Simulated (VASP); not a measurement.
Here is a VASP 6.6.1 calculation.

The input INCAR:

```
SYSTEM = Cu
  PREC = Accurate
  ENCUT = 520
  EDIFF = 1E-7
  ISMEAR = -1
  SIGMA = 0.1
  LREAL = .False.
  LASPH = .True.
  NELM = 80
  ALGO = Normal
  ISIF = 2
  LWAVE = .False.
  LCHARG = .False.
  LDIPOL = .True.
  IDIPOL = 3
  DIPOL = 0.5 0.5 0.500
  GGA = PS
  IBRION = 2
  NSW = 60
  EDIFFG = -0.01
  KPAR = 4
```

File KPOINTS:

```
regular mesh
0
Gamma
  18 18 1
  0 0 0
```

POSCAR

```
Cu
1.0
    2.5198192012      0.0000000000      0.0000000000
   -1.2599096006      2.1822274411      0.0000000000
    0.0000000000      0.0000000000     28.3445000000
Cu
7
Direct
    0.0000000000      0.0000000000      0.2822409536
    0.3333333340      0.6666666660      0.3548273023
    0.6666666670      0.3333333330      0.4274136510
    0.0000000000      0.0000000000      0.4999999997
    0.3333333340      0.6666666660      0.5725863490
    0.6666666670      0.3333333330      0.6451726977
    0.0000000000      0.0000000000      0.7177590464
```

Potentials or basis: VASP PAW PBE potentials, release 64 (Cu).

The run is started by

```sh
$ cat potpaw_PBE.64/Cu/POTCAR > POTCAR
$ mpirun -np 4 vasp_std > vasp.out
```

Problem. Predict the energy gained by relaxing.

Solution. 0.1 meV/atom.

Problem. Estimate the band gap on the k mesh.

Solution. Zero (an odd number of electrons rules out a gap without spin polarisation).

Final structure:
```cif
data_structure
_symmetry_space_group_name_H-M 'P 1'
_symmetry_Int_Tables_number 1
_cell_length_a 2.5198
_cell_length_b 2.5198
_cell_length_c 28.3445
_cell_angle_alpha 90.000
_cell_angle_beta 90.000
_cell_angle_gamma 120.000
_cell_volume 155.86
loop_
_atom_site_label
_atom_site_type_symbol
_atom_site_fract_x
_atom_site_fract_y
_atom_site_fract_z
_atom_site_occupancy
Cu1 Cu 0.00000 0.00000 0.28255 1
Cu2 Cu 0.33333 0.66667 0.35465 1
Cu3 Cu 0.66667 0.33333 0.42724 1
Cu4 Cu 0.00000 0.00000 0.50000 1
Cu5 Cu 0.33333 0.66667 0.57276 1
Cu6 Cu 0.66667 0.33333 0.64535 1
Cu7 Cu 0.00000 0.00000 0.71745 1
```
